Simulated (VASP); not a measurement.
**NaH: elastic constants with PBEsol**

NaH:

```
CELL_PARAMETERS angstrom
0.00000 2.39567 2.39567
2.39567 0.00000 2.39567
2.39567 2.39567 0.00000
ATOMIC_POSITIONS crystal
Na 0.00000 0.00000 0.00000
H 0.50000 0.50000 0.50000
```

```json
{
  "Program": "VASP 6.6.1",
  "Task": "elastic constants",
  "Functional": "PBEsol",
  "Potentials or basis": "VASP PAW PBE potentials, release 64 (Na_pv, H)",
  "Cutoff": "600 eV",
  "k mesh": "8 × 8 × 8",
  "Occupations": "gaussian, width 0.01 eV",
  "Spin": "no spin polarisation",
  "Dipole correction": "no",
  "Ions in elastic constants": "relaxed",
  "Further INCAR settings": "ALGO = Normal; EDIFF = 1e-08; IBRION = 6; POTIM = 0.015; NSW = 1; ISIF = 3"
}
```

* Elastic constants C11, C12, C44: 48, 12, 22 GPa
* Voigt bulk modulus: 24 GPa
* Highest phonon frequency at Γ, LO-TO splitting left out: 525 cm⁻¹

Phonon frequencies in cm⁻¹ (negative: imaginary):
| q point | frequencies |
| --- | --- |
| (0.000, 0.000, 0.000) | -1 -1 -1 525 525 525 |

Elastic tensor in Voigt notation (GPa, in the Cartesian axes of the cell as first typed):
```
48 12 12  0  0  0
12 48 12  0  0  0
12 12 48  0  0  0
 0  0  0 22  0  0
 0  0  0  0 22  0
 0  0  0  0  0 22
```

Clamped-ion elastic tensor (GPa):
```
48 12 12  0  0  0
12 48 12  0  0  0
12 12 48  0  0  0
 0  0  0 22  0  0
 0  0  0  0 22  0
 0  0  0  0  0 22
```

Wall time 97 s on 1 thread of Intel(R) Xeon(R) 6975P-C (Granite Rapids), with other jobs on the host, peak memory 0.22 GiB.

Caveat: the PAW data sets were made with another functional, which shifts forces and pressure a little.
